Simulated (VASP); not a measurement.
# AgRh (P-6m2) in VASP: further runs

The runs below take AgRh through single point, with LDA, PBE, PBEsol, RPBE, revPBE.

Program: VASP 6.6.1. These are calculated values, not measurements. Logs are shortened: lines on timing, memory, paths and dates and some standing lists are left out, and cuts for length are marked.

## Step 1: The cell of the first run

It takes space group P-6m2 (No. 187, hexagonal). Conventional cell: a = 2.778 Å, b = 2.778 Å, c = 4.809 Å, α = 90.00°, β = 90.00°, γ = 120.00°. Within 3.7 Å of Ag (site symmetry -6m2) lie 6 Ag at 2.78 Å and 6 Rh at 2.89 Å. Rh (site symmetry -6m2) has 6 Rh at 2.78 Å and 6 Ag at 2.89 Å within 3.7 Å.

## Step 2: Single point, LDA

INCAR reads:

```
SYSTEM = AgRh
ALGO     = Fast           ! electronic algorithm
EDIFF    = 1E-6           ! SCF threshold, eV
ENCUT    = 520            ! plane-wave cutoff, eV
GGA      = CA             ! functional
ISIF     = 2              ! what is computed and relaxed
ISMEAR   = -1             ! smearing method
LASPH    = .TRUE.         ! aspherical terms in the spheres
LCHARG   = .FALSE.        ! write CHGCAR
LREAL    = .FALSE.        ! projectors in reciprocal space
LWAVE    = .FALSE.        ! write WAVECAR
NBANDS   = 20             ! bands
NELM     = 100            ! most SCF steps
PREC     = Accurate       ! precision mode
SIGMA    = 0.05           ! smearing width, eV
```

KPOINTS reads:

```
k-points
0
G
  6 6 3
  0 0 0
```

POSCAR reads:

```
AgRh
1.0
    2.7775881998      0.0000000000      0.0000000000
   -1.3887940999      2.4054619423      0.0000000000
    0.0000000000      0.0000000000      4.8086020000
Ag Rh
1 1
Direct
    0.0000000000      0.0000000000      0.5000000000
    0.6666666667      0.3333333333      0.0000000000
```

Potentials or basis: VASP PAW LDA potentials, release 64 (Ag, Rh_pv).

Launch:

```bash
> cat potpaw_LDA.64/Ag/POTCAR potpaw_LDA.64/Rh_pv/POTCAR > POTCAR
> mpirun -np 1 vasp_std > vasp.out
```

OUTCAR:

```text
SYSTEM = AgRh
   EDIFF = 1E-6
   ENCUT = 520
   GGA = CA
   ISIF = 2
   ISMEAR = -1
   LASPH = .TRUE.
   LREAL = .FALSE.
   NELM = 100
   PREC = Accurate

 ion  position               nearest neighbor table
   1  0.000  0.000  0.500-   2 2.89   2 2.89   2 2.89   2 2.89   2 2.89   2 2.89
   2  0.667  0.333  0.000-   1 2.89   1 2.89   1 2.89   1 2.89   1 2.89   1 2.89

  LATTYP: Found a hexagonal cell.
 ALAT       =     2.7775881998
 C/A-ratio  =     1.7312148721

  Lattice vectors:

 A1 = (   2.7775881998,   0.0000000000,   0.0000000000)
 A2 = (  -1.3887940999,   2.4054619423,   0.0000000000)
 A3 = (   0.0000000000,   0.0000000000,   4.8086020000)

Analysis of symmetry for initial positions (statically):
=====================================================================
 Subroutine PRICEL returns:
 Original cell was already a primitive cell.

 Routine SETGRP: Setting up the symmetry group for a
 hexagonal supercell.

 Subroutine GETGRP returns: Found 12 space group operations
 (whereof 12 operations were pure point group operations)
 out of a pool of 24 trial point group operations.

The static configuration has the point symmetry D_3h.

Analysis of symmetry for dynamics (positions and initial velocities):
=====================================================================
 Subroutine PRICEL returns:
 Original cell was already a primitive cell.

 Routine SETGRP: Setting up the symmetry group for a
 hexagonal supercell.

 Subroutine GETGRP returns: Found 12 space group operations
 (whereof 12 operations were pure point group operations)
 out of a pool of 24 trial point group operations.

The dynamic configuration has the point symmetry D_3h.

 Subroutine INISYM returns: Found 12 space group operations
 (whereof 12 operations are pure point group operations),
 and found     1 'primitive' translations

----------------------------------------------------------------------------------------

                                     Primitive cell

  volume of cell :      32.1281

  direct lattice vectors                    reciprocal lattice vectors
     2.777588200  0.000000000  0.000000000     0.360024571  0.207860283  0.000000000
    -1.388794100  2.405461942  0.000000000     0.000000000  0.415720566  0.000000000
     0.000000000  0.000000000  4.808602000     0.000000000  0.000000000  0.207960651

  length of vectors
     2.777588200  2.777588200  4.808602000     0.415720566  0.415720566  0.207960651

  position of ions in fractional coordinates (direct lattice)
     0.000000000  0.000000000  0.500000000
     0.666666667  0.333333333  0.000000000

  ion indices of the primitive-cell ions
   primitive index   ion index
                 1           1
                 2           2

----------------------------------------------------------------------------------------

 KPOINTS: k-points

Automatic generation of k-mesh.
 Grid dimensions read from file:
 generate k-points for:    6    6    3

 Generating k-lattice:

  Cartesian coordinates                     Fractional coordinates (reciprocal lattice)
     0.060004095  0.034643380  0.000000000     0.166666667  0.000000000  0.000000000
     0.000000000  0.069286761  0.000000000     0.000000000  0.166666667  0.000000000
     0.000000000  0.000000000  0.069320217     0.000000000  0.000000000  0.333333333

  Length of vectors
     0.069286761  0.069286761  0.069320217

  Shift w.r.t. Gamma in fractional coordinates (k-lattice)
     0.000000000  0.000000000  0.000000000

 Subroutine IBZKPT returns following result:
 ===========================================

 Found     14 irreducible k-points:

 Following reciprocal coordinates:
            Coordinates               Weight
  0.000000  0.000000  0.000000      1.000000
  0.166667  0.000000  0.000000      6.000000
  0.333333  0.000000  0.000000      6.000000
  0.500000  0.000000  0.000000      3.000000
  0.166667  0.166667  0.000000      6.000000
  0.333333  0.166667  0.000000     12.000000
  0.333333  0.333333  0.000000      2.000000
  0.000000  0.000000  0.333333      2.000000
  0.166667  0.000000  0.333333     12.000000
  0.333333  0.000000  0.333333     12.000000
  0.500000  0.000000  0.333333      6.000000
  0.166667  0.166667  0.333333     12.000000
  0.333333  0.166667  0.333333     24.000000
  0.333333  0.333333  0.333333      4.000000
   k-points           NKPTS =     14   k-points in BZ     NKDIM =     14   number of bands    NBANDS=     20
   number of dos      NEDOS =    301   number of ions     NIONS =      2
   total plane-waves  NPLWV =  20736
   dimension x,y,z NGX =    24 NGY =   24 NGZ =   36
   dimension x,y,z NGXF=    48 NGYF=   48 NGZF=   72
   ions per type =               1   1
   NGX,Y,Z   is equivalent  to a cutoff of  14.36, 14.36, 12.45 a.u.
   NGXF,Y,Z  is equivalent  to a cutoff of  28.73, 28.73, 24.89 a.u.
 SYSTEM =  AgRh
   PREC   = accura    normal or accurate (medium, high low for compatibility)
[... 106 lines left out ...]
      5       3.3772      2.00000
      6       3.8435      2.00000
[... 12 lines left out ...]
     19      20.9837      0.00000
     20      21.3052      0.00000

 k-point     5 :       0.1667    0.1667    0.0000
  band No.  band energies     occupation
      1     -37.2497      2.00000
      2     -37.0954      2.00000
      3     -36.7807      2.00000
      4       3.4532      2.00000
      5       3.7918      2.00000
      6       3.8898      2.00000
[... 12 lines left out ...]
     19      25.1263      0.00000
     20      26.6487      0.00000

 k-point     6 :       0.3333    0.1667    0.0000
  band No.  band energies     occupation
      1     -37.3676      2.00000
      2     -37.1653      2.00000
      3     -36.7598      2.00000
      4       3.2606      2.00000
      5       3.5767      2.00000
      6       4.1722      2.00000
[... 12 lines left out ...]
     19      22.0278      0.00000
     20      22.2273      0.00000

 k-point     7 :       0.3333    0.3333    0.0000
  band No.  band energies     occupation
      1     -37.2990      2.00000
      2     -37.2976      2.00000
      3     -36.7529      2.00000
      4       3.6605      2.00000
      5       4.0523      2.00000
      6       4.2959      2.00000
[... 12 lines left out ...]
     19      20.6840      0.00000
     20      21.1900      0.00000

 k-point     8 :       0.0000    0.0000    0.3333
  band No.  band energies     occupation
      1     -37.0138      2.00000
      2     -37.0138      2.00000
      3     -36.8163      2.00000
      4       2.0472      2.00000
      5       3.0603      2.00000
      6       4.3931      2.00000
[... 12 lines left out ...]
     19      26.3533      0.00000
     20      29.2986      0.00000

 k-point     9 :       0.1667    0.0000    0.3333
  band No.  band energies     occupation
      1     -37.1167      2.00000
      2     -37.0387      2.00000
      3     -36.8022      2.00000
      4       2.7759      2.00000
      5       3.5204      2.00000
      6       4.1906      2.00000
[... 12 lines left out ...]
     19      25.5712      0.00000
     20      27.2975      0.00000

 k-point    10 :       0.3333    0.0000    0.3333
  band No.  band energies     occupation
      1     -37.3189      2.00000
      2     -37.0881      2.00000
      3     -36.7739      2.00000
      4       2.9764      2.00000
      5       3.4101      2.00000
      6       4.1547      2.00000
[... 12 lines left out ...]
     19      24.2146      0.00000
     20      24.6205      0.00000

 k-point    11 :       0.5000    0.0000    0.3333
  band No.  band energies     occupation
      1     -37.4184      2.00000
      2     -37.1127      2.00000
      3     -36.7597      2.00000
      4       2.7207      2.00000
      5       3.1124      2.00000
      6       4.1284      2.00000
[... 12 lines left out ...]
     19      22.7654      0.00000
     20      22.7869      0.00000

 k-point    12 :       0.1667    0.1667    0.3333
  band No.  band energies     occupation
      1     -37.2496      2.00000
      2     -37.0954      2.00000
      3     -36.7810      2.00000
      4       3.5704      2.00000
      5       3.7646      2.00000
      6       3.9811      2.00000
[... 12 lines left out ...]
     19      23.7232      0.00000
     20      24.1246      0.00000

 k-point    13 :       0.3333    0.1667    0.3333
  band No.  band energies     occupation
      1     -37.3674      2.00000
      2     -37.1653      2.00000
      3     -36.7598      2.00000
      4       3.2607      2.00000
      5       3.4759      2.00000
      6       4.1808      2.00000
[... 12 lines left out ...]
     19      21.9370      0.00000
     20      22.4839      0.00000

 k-point    14 :       0.3333    0.3333    0.3333
  band No.  band energies     occupation
      1     -37.2987      2.00000
      2     -37.2977      2.00000
      3     -36.7527      2.00000
      4       3.8542      2.00000
      5       3.9551      2.00000
      6       4.3133      2.00000
[... 12 lines left out ...]
     19      17.8708      0.00000
     20      25.0484      0.00000

------------------------ aborting loop because EDIFF is reached ----------------------------------------

  FORCE on cell =-STRESS in cart. coord.  units (eV):
  Direction    XX          YY          ZZ          XY          YZ          ZX
  --------------------------------------------------------------------------------------
  -------------------------------------------------------------------------------------
  Total       -3.1145544     -3.1145544     -2.7792836      0.0000000      0.0000000      0.0000000
  in kB     -155.3178303   -155.3178303   -138.5984147      0.0000000      0.0000000      0.0000000
  external PRESSURE =    -149.7446918 kB  Pullay stress =       0.0000000 kB

 VOLUME and BASIS-vectors are now :
 -----------------------------------------------------------------------------
  energy-cutoff  :      520.00
  volume of cell :       32.13
      direct lattice vectors                 reciprocal lattice vectors
     2.777588200  0.000000000  0.000000000     0.360024571  0.207860283  0.000000000
    -1.388794100  2.405461942  0.000000000     0.000000000  0.415720566  0.000000000
     0.000000000  0.000000000  4.808602000     0.000000000  0.000000000  0.207960651

 POSITION                                       TOTAL-FORCE (eV/Angst)
 -----------------------------------------------------------------------------------
      0.00000      0.00000      2.40430        -0.000000      0.000000      0.000000
      1.38879      0.80182      0.00000         0.000000      0.000000      0.000000
 -----------------------------------------------------------------------------------
    total drift:                               -0.000000      0.000000      0.000000

  FREE ENERGIE OF THE ION-ELECTRON SYSTEM (eV)
  ---------------------------------------------------
  free  energy   TOTEN  =       -11.7718012716 eV

  energy  without entropy=      -11.7403513757  energy(sigma->0) =      -11.75607632
```

Wall time 22 s (1 thread of AMD EPYC 7R13, shared host); peak memory 0.11 GiB.

Results:

| Property | Result |
| --- | --- |
| Free energy | -11.7718 eV |
| Pressure | -15.0 GPa |
| Band gap on the k mesh | zero (band 13 reaches 9.54 eV, above the bottom of band 14 at 8.53 eV) |

Levels at points of the mesh, in eV from the Fermi level:
```
           k point  band 10  band 11  band 12  band 13  band 14  band 15  band 16  band 17
(0.00, 0.00, 0.00)    -2.97    -1.94    -1.94     0.12     0.12     0.18     5.31    16.62
(0.50, 0.00, 0.00)    -2.05    -1.57    -0.10     0.97     1.85     3.97     8.31     8.65
```

Caveat: the k points lie up to 0.44 Å⁻¹ apart.

## Step 3: Single point, PBE

INCAR reads:

```
SYSTEM = AgRh
PREC = Accurate ; ENCUT = 520
EDIFF = 1E-7 ; ISMEAR = -1
SIGMA = 0.05 ; LREAL = .False.
LASPH = .True. ; NELM = 100
ALGO = Normal ; ISIF = 2
LWAVE = .False. ; LCHARG = .False.
GGA = PE ; NBANDS = 20
```

KPOINTS reads:

```
regular mesh
0
Gamma
  6 6 3
  0 0 0
```

POSCAR is that of step 2.

Potentials or basis: VASP PAW PBE potentials, release 64 (Ag, Rh_pv).

Launch:

```bash
> cat potpaw_PBE.64/Ag/POTCAR potpaw_PBE.64/Rh_pv/POTCAR > POTCAR
> mpirun -np 1 vasp_std > vasp.out
```

Wall time 26 s (1 thread of AMD EPYC 7R13, shared host); peak memory 0.12 GiB.

It converged, with:

- Free energy: -9.4456 eV
- Pressure: -2.1 GPa
- Band gap on the k mesh: zero (band 13 reaches 9.78 eV, above the bottom of band 14 at 8.76 eV)

Stress tensor (GPa, compression positive):
```
-2.26  0.00  0.00
 0.00 -2.26  0.00
 0.00  0.00 -1.79
```

Levels at points of the mesh, in eV from the Fermi level:
```
           k point  band 10  band 11  band 12  band 13  band 14  band 15  band 16  band 17
(0.00, 0.00, 0.00)    -2.99    -1.92    -1.92     0.11     0.11     0.23     5.37    16.63
(0.50, 0.00, 0.00)    -2.10    -1.54    -0.11     0.97     1.88     4.02     8.42     8.72
```

Caveat: the k points lie up to 0.44 Å⁻¹ apart.

## Step 4: Single point, PBEsol

INCAR reads:

```
PREC = Accurate
ENCUT = 520
EDIFF = 1E-6
ISMEAR = -1
SIGMA = 0.05
LREAL = F
LASPH = T
NELM = 60
ALGO = Fast
ISIF = 2
LWAVE = F
LCHARG = T
GGA = PS
LELF = T
LVHAR = T
NBANDS = 20
```

KPOINTS reads:

```
Automatic mesh
0
Gamma
  6 6 3
```

POSCAR is that of step 3.

Launch:

```bash
> cat potpaw_PBE.64/Ag/POTCAR potpaw_PBE.64/Rh_pv/POTCAR > POTCAR
> mpirun -np 1 vasp_std > vasp.out
```

It took 24 s on 1 thread of AMD EPYC 7R13, shared host; peak memory 0.12 GiB.

Results (log left out):

```
Free energy            : -10.8239 eV
Pressure               : -10.5 GPa
Band gap on the k mesh : zero (band 13 reaches 9.61 eV, above the bottom of band 14 at 8.59 eV)
```

Stress tensor (GPa, compression positive):
```
-10.84   0.00   0.00
  0.00 -10.84   0.00
  0.00   0.00  -9.70
```

Levels at points of the mesh, in eV from the Fermi level:
| k point | band 9 | band 10 | band 11 | band 12 | band 13 | band 14 | band 15 | band 16 | band 17 | band 18 |
| --- | --- | --- | --- | --- | --- | --- | --- | --- | --- | --- |
| (0.00, 0.00, 0.00) | -2.96 | -2.96 | -1.93 | -1.93 | 0.12 | 0.12 | 0.15 | 5.33 | 16.58 | 17.19 |
| (0.50, 0.00, 0.00) | -2.67 | -2.05 | -1.57 | -0.10 | 0.97 | 1.84 | 3.98 | 8.35 | 8.66 | 11.59 |

Caveat: the k points lie up to 0.44 Å⁻¹ apart; the PAW data sets were made with another functional, which shifts forces and pressure a little.

## Step 5: Single point, RPBE

INCAR reads:

```
SYSTEM = AgRh
PREC     = Accurate       ! precision mode
ENCUT    = 520            ! plane-wave cutoff, eV
EDIFF    = 1E-6           ! SCF threshold, eV
ISMEAR   = -1             ! smearing method
SIGMA    = 0.05           ! smearing width, eV
LREAL    = .False.        ! projectors in reciprocal space
LASPH    = .True.         ! aspherical terms in the spheres
NELM     = 60             ! most SCF steps
ALGO     = Fast           ! electronic algorithm
ISIF     = 2              ! what is computed and relaxed
LWAVE    = .False.        ! write WAVECAR
LCHARG   = .False.        ! write CHGCAR
GGA      = RP             ! functional
NBANDS   = 20             ! bands
```

KPOINTS reads:

```
regular mesh
0
Gamma
  6 6 3
  0 0 0
```

POSCAR is that of step 4.

Launch:

```bash
> cat potpaw_PBE.64/Ag/POTCAR potpaw_PBE.64/Rh_pv/POTCAR > POTCAR
> mpirun -np 1 vasp_std > vasp.out
```

Run time: 21 s. Hardware: 1 thread of AMD EPYC 7R13, shared host; peak memory 0.12 GiB.

It converged, with:

```yaml
Free_energy: -8.2858 eV
Pressure: 2.2 GPa
Band_gap_on_the_k_mesh: zero (band 13 reaches 9.88 eV, above the bottom of band 14 at 8.87 eV)
```

Stress tensor (GPa, compression positive):
```
2.11 0.00 0.00
0.00 2.11 0.00
0.00 0.00 2.29
```

Levels at points of the mesh, in eV from the Fermi level:
```
           k point  band 10  band 11  band 12  band 13  band 14  band 15  band 16  band 17
(0.00, 0.00, 0.00)    -3.01    -1.91    -1.91     0.11     0.11     0.26     5.41    16.62
(0.50, 0.00, 0.00)    -2.12    -1.52    -0.11     0.97     1.89     4.05     8.47     8.75
```

Caveat: the k points lie up to 0.44 Å⁻¹ apart; the PAW data sets were made with another functional, which shifts forces and pressure a little.

## Step 6: Single point, revPBE

INCAR reads:

```
SYSTEM = AgRh
  PREC = Accurate
  ENCUT = 520
  EDIFF = 1E-6
  ISMEAR = -1
  SIGMA = 0.05
  LREAL = .FALSE.
  LASPH = .TRUE.
  NELM = 100
  ALGO = Normal
  ISIF = 2
  LWAVE = .FALSE.
  LCHARG = .FALSE.
  GGA = RE
  NBANDS = 20
```

KPOINTS reads:

```
regular mesh
0
G
  6 6 3
  0 0 0
```

POSCAR is that of step 5.

Potentials or basis: VASP PAW PBE potentials, release 64 (Ag, Rh_pv).

Launch:

```bash
> cat potpaw_PBE.64/Ag/POTCAR potpaw_PBE.64/Rh_pv/POTCAR > POTCAR
> mpirun -np 1 vasp_std > vasp.out
```

Run time: 17 s. Hardware: 1 thread of AMD EPYC 7R13, shared host; peak memory 0.12 GiB.

The run converged. Its results:

```yaml
Free_energy: -8.5189 eV
Pressure: 0.9 GPa
Band_gap_on_the_k_mesh: zero (band 13 reaches 9.85 eV, above the bottom of band 14 at 8.84 eV)
```

Stress tensor (GPa, compression positive):
```
0.86 0.00 0.00
0.00 0.86 0.00
0.00 0.00 1.12
```

Levels at points of the mesh, in eV from the Fermi level:
| k point | band 11 | band 12 | band 13 | band 14 | band 15 | band 16 |
| --- | --- | --- | --- | --- | --- | --- |
| (0.00, 0.00, 0.00) | -1.91 | -1.91 | 0.11 | 0.11 | 0.25 | 5.40 |
| (0.50, 0.00, 0.00) | -1.53 | -0.11 | 0.97 | 1.89 | 4.04 | 8.45 |

Caveat: the k points lie up to 0.44 Å⁻¹ apart; the PAW data sets were made with another functional, which shifts forces and pressure a little.

## Step 7: Overview

```csv
level,potentials or basis,gap on the mesh (eV),pressure (GPa)
LDA,"VASP PAW LDA potentials, release 64 (Ag, Rh_pv)",none,-15.0
PBE,"VASP PAW PBE potentials, release 64 (Ag, Rh_pv)",none,-2.1
PBEsol,"VASP PAW PBE potentials, release 64 (Ag, Rh_pv)",none,-10.5
RPBE,"VASP PAW PBE potentials, release 64 (Ag, Rh_pv)",none,2.2
revPBE,"VASP PAW PBE potentials, release 64 (Ag, Rh_pv)",none,0.9
```

Alike in all rows: task single point; no spin polarisation; cell as given; k mesh 6 × 6 × 3; cutoff (eV) 520; smearing fermi-dirac 0.05 eV.

Caveats: all runs use coarse meshes; the PAW data sets were made with another functional, which shifts forces and pressure a little (some runs).

Total energies depend on the potentials used, so only differences within one code and one set of settings carry meaning.
